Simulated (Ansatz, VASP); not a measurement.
**Two plane-wave programs on F**

INCAR

```
ALGO = Normal
EDIFF = 1E-6
ENCUT = 1350
GGA = PS
GGA_COMPAT = False
ISIF = 2
ISMEAR = 0
LASPH = True
LCHARG = False
LREAL = False
LWAVE = False
NBANDS = 22
NELM = 120
PREC = Accurate
SIGMA = 0.05
```

The input KPOINTS:

```
k-points
0
Gamma
  4 4 2
```

The input POSCAR:

```
F
1.0
    3.1250888338     -1.7960956580     -0.2410338105
    3.1250888338      1.7960956580     -0.2410338105
   -2.3498280761      0.0000000000      7.1928711320
F
4
Direct
    0.0848459664      0.0848459664      0.0940038325
    0.9151540336      0.9151540336      0.9059961675
    0.5015719855      0.5015719855      0.5937195244
    0.4984280145      0.4984280145      0.4062804756
```

Input for Ansatz:

```yaml
crystal:
  lattice:
    - [3.1250888338, -1.796095658, -0.2410338105]
    - [3.1250888338, 1.796095658, -0.2410338105]
    - [-2.3498280761, 0.0, 7.192871132]
  atoms:
    - { symbol: F, position: [0.0848459664, 0.0848459664, 0.0940038325] }
    - { symbol: F, position: [0.9151540336, 0.9151540336, 0.9059961675] }
    - { symbol: F, position: [0.5015719855, 0.5015719855, 0.5937195244] }
    - { symbol: F, position: [0.4984280145, 0.4984280145, 0.4062804756] }
basis:
  ecutwfc: 520.0
kpoints:
  mp_grid: { grid: [4, 4, 2] }
hamiltonian:
  xc: pbesol
scf:
  occupations: { method: gaussian, width: 0.05 }
output:
  forces: true
  stress: true
  eigenvalues: true
```

Change from the starting cell: volume 19.678 Å^3 an atom, stretch along a over the lengths across it, relative to the relaxed cell 1.0000.

Alike in both runs: task single point; functional PBEsol; k mesh 4 × 4 × 2; occupations gaussian, width 0.05 eV; no spin polarisation.

|  | VASP | Ansatz |
| --- | --- | --- |
| version | VASP 6.6.1 | Ansatz 0.2.0 |
| potentials or method | VASP PAW PBE potentials, release 64 (F_h), cutoff 1350 eV | scalar-relativistic, plane waves, PAW |
| valence electrons in the cell | 28 | 28 |

```csv
,VASP,Ansatz,Ansatz less VASP
gap on the k mesh at the Fermi level (eV),2.97,2.97,+0.003
least direct gap on the mesh (eV),3.05,3.05,+0.003
pressure (GPa),-1.2,-0.8,+0.41
"traceless stress, the component that is largest in VASP (GPa)",-1.14,-1.26,-0.113
rms of the force components (eV/Å),0.220,0.231,+0.0108
```

VASP's potentials were made for PBE, not for PBEsol. Atom by atom the forces differ by 0.011 eV/Å (rms over components). The functional is the same, so the differences come from potentials, cutoffs and numerics.

The k mesh is coarse, so the values compare programs but aren't converged.
